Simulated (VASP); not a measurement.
# SrTiO3 (Imma) in VASP: a series of runs, part 2 of 2

VASP 6.6.1.

## Step 3: Single point, PBE (atoms displaced along a vibrational mode)

Contents of INCAR:

```
ALGO = Normal
EDIFF = 1E-6
ENCUT = 520
GGA = PE
ISIF = 2
ISMEAR = 0
LASPH = T
LCHARG = F
LREAL = F
LWAVE = F
NBANDS = 51
NELM = 80
PREC = Accurate
SIGMA = 0.05
```

Contents of KPOINTS:

```
k-points
0
Gamma
  6 6 6
```

Contents of POSCAR:

```
SrTiO3
1.0
   -3.9364035682      0.0000000000     -3.9364035682
    0.0000000000     -3.9364035682     -3.9364035682
   -3.9364035682     -3.9364035682      0.0000000000
Sr Ti O
2 2 6
Direct
    0.0000000000      0.0000000000      0.0000000000
    0.5000000000      0.5000000000      0.5000000000
    0.2500000000      0.2500000000      0.2702086782
    0.7500000000      0.7500000000      0.7297913218
    0.0000000000      0.5000000000      0.0000000000
    0.5000000000      0.0000000000      0.5000000000
    0.0000000000      0.5000000000      0.5000000000
    0.5000000000      0.0000000000      0.0000000000
    0.0000000000      0.0000000000      0.5000000000
    0.5000000000      0.5000000000      0.0000000000
```

Potentials or basis: VASP PAW PBE potentials, release 64 (Sr_sv, Ti_sv, O).

Launch:

```sh
$ cat potpaw_PBE.64/Sr_sv/POTCAR potpaw_PBE.64/Ti_sv/POTCAR potpaw_PBE.64/O/POTCAR > POTCAR
$ mpirun -np 1 vasp_std > vasp.out
```

OUTCAR:

```text
EDIFF = 1E-6
   ENCUT = 520
   GGA = PE
   ISIF = 2
   ISMEAR = 0
   LASPH = T
   LREAL = F
   NELM = 80
   PREC = Accurate

 ion  position               nearest neighbor table
   1  0.000  0.000  0.000-   5 2.78   8 2.78   9 2.78   6 2.78   7 2.78   9 2.78   5 2.78   7 2.78
                            10 2.78   6 2.78   8 2.78  10 2.78   3 3.32   4 3.32   3 3.41   4 3.41
   2  0.500  0.500  0.500-   6 2.78   7 2.78  10 2.78   5 2.78   8 2.78  10 2.78   6 2.78   8 2.78
                             9 2.78   5 2.78   7 2.78   9 2.78   3 3.32   4 3.32   4 3.41   3 3.41
   3  0.250  0.250  0.270-   6 1.89   7 1.89   9 1.97  10 1.97   5 2.05   8 2.05   1 3.32   2 3.32
                             1 3.41   1 3.41   2 3.41   2 3.41   1 3.50   2 3.50
   4  0.750  0.750  0.730-   6 1.89   7 1.89   9 1.97  10 1.97   5 2.05   8 2.05   2 3.32   1 3.32
                             2 3.41   2 3.41   1 3.41   1 3.41   2 3.50   1 3.50
   5  0.000  0.500  0.000-   3 2.05   4 2.05   1 2.78   2 2.78   1 2.78   2 2.78
   6  0.500  0.000  0.500-   3 1.89   4 1.89   2 2.78   1 2.78   2 2.78   1 2.78
   7  0.000  0.500  0.500-   3 1.89   4 1.89   2 2.78   1 2.78   1 2.78   2 2.78
   8  0.500  0.000  0.000-   3 2.05   4 2.05   1 2.78   2 2.78   2 2.78   1 2.78
   9  0.000  0.000  0.500-   3 1.97   4 1.97   1 2.78   1 2.78   2 2.78   2 2.78
  10  0.500  0.500  0.000-   3 1.97   4 1.97   2 2.78   2 2.78   1 2.78   1 2.78

  LATTYP: Found a face centered cubic cell.
 ALAT       =     7.8728071364

  Lattice vectors:

 A1 = (  -3.9364035682,   0.0000000000,  -3.9364035682)
 A2 = (   0.0000000000,  -3.9364035682,  -3.9364035682)
 A3 = (  -3.9364035682,  -3.9364035682,   0.0000000000)

Analysis of symmetry for initial positions (statically):
=====================================================================
 Subroutine PRICEL returns:
 Original cell was already a primitive cell.

 Routine SETGRP: Setting up the symmetry group for a
 face centered cubic supercell.

 Subroutine GETGRP returns: Found  8 space group operations
 (whereof  4 operations were pure point group operations)
 out of a pool of 48 trial point group operations.

The static configuration has the point symmetry C_2h.
 The point group associated with its full space group is D_2h.
[... 162 lines left out ...]
 Gauss-broadening in eV      SIGMA  =   0.05
  energy-cutoff  :      520.00
  volume of cell :      121.99
 maximum number of plane-waves:      3306
 NGX is ok and might be reduce to    42
   NGX = 21   NGY = 21   NGZ = 21

 number of electron      80.0000030 magnetization

 Free energy of the ion-electron system (eV)
  ---------------------------------------------------
  ext. energy  EPLUGINS =         0.00000000
  ---------------------------------------------------
  free energy    TOTEN  =       -79.81842488 eV

  energy without entropy =      -79.81842488  energy(sigma->0) =      -79.81842488

 E-fermi :   4.7299     XC(G=0): -11.1436

 val. band max:        4.3727937587   @ k =   0.0000   0.0000   0.0000
 cond. band min:       5.7454287960   @ k =   0.0000   0.0000   0.0000
 fundamental gap:      1.3726350372
 Fermi energy:         4.7298642074

 k-point     1 :       0.0000    0.0000    0.0000
  band No.  band energies     occupation
      1     -52.6059      2.00000
      2     -52.6013      2.00000
      3     -28.9303      2.00000
      4     -28.9281      2.00000
      5     -28.8881      2.00000
      6     -28.8822      2.00000
[... 1285 lines left out ...]
     50      10.1844      0.00000
     51      10.9030      0.00000

 [... further k-points ...]

------------------------ aborting loop because EDIFF is reached ----------------------------------------

  FORCE on cell =-STRESS in cart. coord.  units (eV):
  Direction    XX          YY          ZZ          XY          YZ          ZX
  --------------------------------------------------------------------------------------
  -------------------------------------------------------------------------------------
  Total        1.7548285      1.7548285      0.1630339     -0.4888614      0.0000000      0.0000000
  in kB       23.0471069     23.0471069      2.1412114     -6.4204798      0.0000000      0.0000000
  external PRESSURE =      16.0784750 kB  Pullay stress =       0.0000000 kB

 VOLUME and BASIS-vectors are now :
 -----------------------------------------------------------------------------
  energy-cutoff  :      520.00
  volume of cell :      121.99
      direct lattice vectors                 reciprocal lattice vectors
    -3.936403568  0.000000000 -3.936403568    -0.127019497  0.127019497 -0.127019497
     0.000000000 -3.936403568 -3.936403568     0.127019497 -0.127019497 -0.127019497
    -3.936403568 -3.936403568  0.000000000    -0.127019497 -0.127019497  0.127019497

 POSITION                                       TOTAL-FORCE (eV/Angst)
 -----------------------------------------------------------------------------------
      0.00000      0.00000      0.00000         0.000000     -0.000000      0.000000
     -3.93640     -3.93640     -3.93640         0.000000     -0.000000      0.000000
     -2.04775     -2.04775     -1.96820         2.448136      2.448136     -0.000000
     -5.82506     -5.82506     -5.90461        -2.448136     -2.448136     -0.000000
      0.00000     -1.96820     -1.96820         0.000000     -0.000000      0.000000
     -3.93640     -1.96820     -1.96820        -0.000000     -0.000000      0.000000
     -1.96820     -3.93640     -1.96820         0.000000     -0.000000      0.000000
     -1.96820      0.00000     -1.96820        -0.000000     -0.000000      0.000000
     -1.96820     -1.96820      0.00000        -0.000000     -0.000000      0.000000
     -1.96820     -1.96820     -3.93640        -0.000000     -0.000000      0.000000
 -----------------------------------------------------------------------------------
    total drift:                                0.000000      0.000000     -0.000000

  FREE ENERGIE OF THE ION-ELECTRON SYSTEM (eV)
  ---------------------------------------------------
  free  energy   TOTEN  =       -79.8184248789 eV

  energy  without entropy=      -79.8184248789  energy(sigma->0) =      -79.81842488
```

OSZICAR:

```text
N       E                     dE             d eps       ncg     rms          rms(c)
DAV:   1     0.100783265825E+04    0.10078E+04   -0.40700E+04  4692   0.174E+03
DAV:   2     0.576790969499E+02   -0.95015E+03   -0.89260E+03  5073   0.501E+02
DAV:   3    -0.914461310676E+02   -0.14913E+03   -0.14621E+03  6180   0.188E+02
DAV:   4    -0.100169242281E+03   -0.87231E+01   -0.87031E+01  7168   0.441E+01
DAV:   5    -0.100591945959E+03   -0.42270E+00   -0.42236E+00  6600   0.785E+00    0.369E+01
DAV:   6    -0.794878785063E+02    0.21104E+02   -0.11100E+02  6944   0.721E+01    0.213E+01
DAV:   7    -0.800102610393E+02   -0.52238E+00   -0.19521E+01  6527   0.251E+01    0.151E+01
DAV:   8    -0.799140700367E+02    0.96191E-01   -0.28794E+00  6560   0.139E+01    0.418E+00
DAV:   9    -0.798283596357E+02    0.85710E-01   -0.71978E-01  6675   0.616E+00    0.136E+00
DAV:  10    -0.798301956719E+02   -0.18360E-02   -0.16757E-01  5810   0.206E+00    0.106E+00
DAV:  11    -0.798184018990E+02    0.11794E-01   -0.35958E-02  7224   0.184E+00    0.180E-01
DAV:  12    -0.798183700810E+02    0.31818E-04   -0.58195E-03  5807   0.402E-01    0.892E-02
DAV:  13    -0.798184245635E+02   -0.54482E-04   -0.71675E-04  7647   0.178E-01    0.675E-02
DAV:  14    -0.798184245918E+02   -0.28250E-07   -0.14127E-04  7157   0.104E-01    0.293E-02
DAV:  15    -0.798184279862E+02   -0.33945E-05   -0.90227E-05  6655   0.760E-02    0.173E-02
DAV:  16    -0.798184257304E+02    0.22558E-05   -0.56373E-06  5293   0.173E-02    0.112E-02
DAV:  17    -0.798184248789E+02    0.85155E-06   -0.87013E-06  5937   0.215E-02
   1 F= -.79818425E+02 E0= -.79818425E+02  d E =-.926928E-26
```

stdout:

```text
POSCAR found type information on POSCAR SrTiO
 POSCAR found :  3 types and      10 ions
 scaLAPACK will be used
 LDA part: xc-table for (Slater+PW92), standard interpolation
 POSCAR, INCAR and KPOINTS ok, starting setup
 FFT: planning ... GRIDC
 FFT: planning ... GRID_SOFT
 FFT: planning ... GRID
 WAVECAR not read
 entering main loop
```

It took 11 min on 1 thread of Intel Xeon 8259CL, shared host; peak memory 0.41 GiB.

What came out:

```yaml
Free_energy: -79.8184 eV
Pressure: 1.6 GPa
Largest_force: 3.462 eV/Å
Band_gap_on_the_k_mesh: 1.37 eV
```

Forces in eV/Å, atoms in the order of the input:
```
Sr   0.000  0.000  0.000
Sr   0.000  0.000  0.000
Ti   2.448  2.448  0.000
Ti  -2.448 -2.448  0.000
O    0.000  0.000  0.000
O    0.000  0.000  0.000
O    0.000  0.000  0.000
O    0.000  0.000  0.000
O    0.000  0.000  0.000
O    0.000  0.000  0.000
```

Stress tensor (GPa, compression positive):
```
 2.30 -0.64  0.00
-0.64  2.30  0.00
 0.00  0.00  0.21
```

Caveat: the cell differs from its parent crystal (atoms displaced along a vibrational mode); forces of over 1 eV/Å act on the atoms, so gaps and moduli don't describe the material at rest.

## Step 4: Single point, PBE (atoms displaced along a vibrational mode)

Contents of INCAR:

```
SYSTEM = SrTiO3
PREC = Accurate
ENCUT = 520
EDIFF = 1E-6
ISMEAR = 0
SIGMA = 0.05
LREAL = .FALSE.
LASPH = .TRUE.
NELM = 100
ALGO = Normal
ISIF = 2
LWAVE = .FALSE.
LCHARG = .FALSE.
GGA = PE
NBANDS = 51
```

Contents of KPOINTS:

```
regular mesh
0
G
  6 6 6
  0 0 0
```

Changes to POSCAR since step 3:

```diff
@@ -10,4 +10,4 @@
     0.5000000000      0.5000000000      0.5000000000
-    0.2500000000      0.2500000000      0.2702086782
-    0.7500000000      0.7500000000      0.7297913218
+    0.2500000000      0.2500000000      0.2567362261
+    0.7500000000      0.7500000000      0.7432637739
     0.0000000000      0.5000000000      0.0000000000
```

Launch:

```sh
$ cat potpaw_PBE.64/Sr_sv/POTCAR potpaw_PBE.64/Ti_sv/POTCAR potpaw_PBE.64/O/POTCAR > POTCAR
$ mpirun -np 1 vasp_std > vasp.out
```

Run time: 11 min. Hardware: 1 thread of Intel Xeon 8259CL, shared host; peak memory 0.41 GiB.

Results (log left out):

| Property | Result |
| --- | --- |
| Free energy | -80.1637 eV |
| Pressure | 0.7 GPa |
| Largest force | 1.148 eV/Å |
| Band gap on the k mesh | 1.74 eV |

Forces in eV/Å, atoms in the order of the input:
```
Sr   0.000  0.000  0.000
Sr   0.000  0.000  0.000
Ti   0.811  0.811  0.000
Ti  -0.811 -0.811  0.000
O    0.000  0.000  0.000
O    0.000  0.000  0.000
O    0.000  0.000  0.000
O    0.000  0.000  0.000
O    0.000  0.000  0.000
O    0.000  0.000  0.000
```

Stress tensor (GPa, compression positive):
```
 0.81 -0.07  0.00
-0.07  0.81  0.00
 0.00  0.00  0.58
```

Levels at points of the mesh, in eV from the valence-band top:
| k point | band 36 | band 37 | band 38 | band 39 | band 40 | band 41 | band 42 | band 43 | band 44 | band 45 |
| --- | --- | --- | --- | --- | --- | --- | --- | --- | --- | --- |
| (0.00, 0.00, 0.00) | -0.46 | -0.43 | -0.05 | -0.02 | 0.00 | 1.74 | 1.74 | 1.74 | 4.06 | 4.06 |
| (0.50, 0.00, 0.00) | -1.06 | -0.92 | -0.92 | -0.61 | -0.61 | 3.14 | 3.14 | 3.22 | 3.22 | 3.28 |
| (0.00, 0.00, 0.50) | -1.13 | -0.82 | -0.80 | -0.77 | -0.49 | 3.08 | 3.14 | 3.16 | 3.24 | 3.30 |
| (0.50, 0.50, 0.00) | -1.61 | -1.61 | -0.83 | -0.79 | -0.11 | 1.90 | 3.58 | 3.59 | 3.59 | 3.60 |
| (0.00, 0.50, 0.50) | -1.54 | -1.54 | -0.83 | -0.79 | -0.13 | 1.90 | 3.59 | 3.59 | 3.59 | 3.60 |

Caveat: the cell differs from its parent crystal (atoms displaced along a vibrational mode); forces of over 1 eV/Å act on the atoms, so gaps and moduli don't describe the material at rest.

## Step 5: Overview

| level | U | cell | gap on the mesh (eV) | pressure (GPa) | largest force (eV/Å) |
| --- | --- | --- | --- | --- | --- |
| PBE+U | Ti d U = 4.0 eV | as given, atomic positions A | 2.26 | 4.3 | 1.30 |
| PBE | - | as given, atomic positions B | 1.37 | 1.6 | 3.46 |
| PBE | - | as given, atomic positions A | 1.74 | 0.7 | 1.15 |

Alike in all rows: task single point; potentials or basis VASP PAW PBE potentials, release 64 (Sr_sv, Ti_sv, O); no spin polarisation; k mesh 6 × 6 × 6; cutoff (eV) 520; smearing gaussian 0.05 eV.

Caveats: forces of over 1 eV/Å act on the atoms, so gaps and moduli don't describe the material at rest; the cell stands under pressure (at least some runs).

Absolute energies hang on the potentials; compare differences alone.
